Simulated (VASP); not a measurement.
Set up this calculation in VASP 6.6.1, as the native input.

* Task: single point
* Functional: PBEsol
* Potentials or basis: VASP PAW PBE potentials, release 64 (Pb_d)
* Cutoff: 500 eV
* k mesh: 7 × 7 × 7
* Occupations: fermi-dirac, width 0.1 eV
* Spin: no spin polarisation
* Dipole correction: no
* Further INCAR settings: ALGO = Normal; EDIFF = 1e-06; NBANDS = 13

The structure of Pb lies in POSCAR:

```
Pb
1.0
    0.0000000000      2.4750200000      2.4750200000
    2.4750200000      0.0000000000      2.4750200000
    2.4750200000      2.4750200000      0.0000000000
Pb
1
Direct
    0.0000000000      0.0000000000      0.0000000000
```

The input as run:

INCAR

```
  PREC = Accurate
  ENCUT = 500
  EDIFF = 1E-6
  ISMEAR = -1
  SIGMA = 0.1
  LREAL = F
  LASPH = T
  NELM = 120
  ALGO = Normal
  ISIF = 2
  LWAVE = F
  LCHARG = T
  GGA = PS
  LELF = T
  LVHAR = T
  NBANDS = 13
  GGA_COMPAT = F
```

KPOINTS

```
regular mesh
0
Gamma
  7 7 7
```

Potentials or basis: VASP PAW PBE potentials, release 64 (Pb_d).

The run is started by

```sh
$ cat potpaw_PBE.64/Pb_d/POTCAR > POTCAR
$ mpirun -np 1 vasp_std > vasp.out
```

It gave:

| Quantity | Value |
| --- | --- |
| Pressure | -0.1 GPa |
| Band gap on the k mesh | zero (bands 7 and 8 overlap by 8.87 eV) |

Caveat: the PAW data sets were made with another functional, which shifts forces and pressure a little; spin-orbit coupling is left out, which moves the levels of the heavy elements.

It took 3.9 s on 1 thread of AMD EPYC 9R45 96-Core Processor (Zen 5) (shared host), peak memory 0.12 GiB.
